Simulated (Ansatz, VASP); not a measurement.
## Zr2PdS3 in VASP and in Ansatz

```xyz
6
Lattice="6.4435 0.0000 0.0000 -3.2218 5.5803 0.0000 0.0000 0.0000 3.4865" Properties=species:S:1:pos:R:3 pbc="T T T"
Zr    0.0000    3.7202    0.0000
Zr    3.2218    1.8601    0.0000
Pd    0.0000    0.0000    0.0000
S     3.2218    0.0000    1.7432
S    -1.6109    2.7901    1.7432
S     1.6109    2.7901    1.7432
```

Change from the starting cell: species swapped into the LaNi3Rh2 type (P6/mmm, No. 191).

Alike in both runs: functional PBE; k mesh 3 × 3 × 6; occupations gaussian, width 0.1 eV; no spin polarisation.

Ansatz relaxed the structure, and its values are those at the end. VASP's run is a single point on that final structure, the one shown.

|  | VASP | Ansatz |
| --- | --- | --- |
| version | VASP 6.6.1 | Ansatz 0.2.0 |
| potentials or method | VASP PAW PBE potentials, release 64 (Zr_sv, Pd, S), cutoff 520 eV | scalar-relativistic, plane waves, PAW |
| valence electrons in the cell | 52 | 60 |

|  | VASP | Ansatz | Ansatz less VASP |
| --- | --- | --- | --- |
| gap on the k mesh at the Fermi level (eV) | none | none | - |
| pressure (GPa) | 0.1 | 0.1 | +0.06 |

A gap of «none» marks a metal or a gap that the smearing closes. With one functional, cell and mesh, what is left measures potentials, basis and numerics. VASP's potentials hold 52 valence electrons a cell and Ansatz's 60, so a difference there can come from the potentials and not from the codes.

The k mesh is coarse, so the values compare programs but aren't converged.
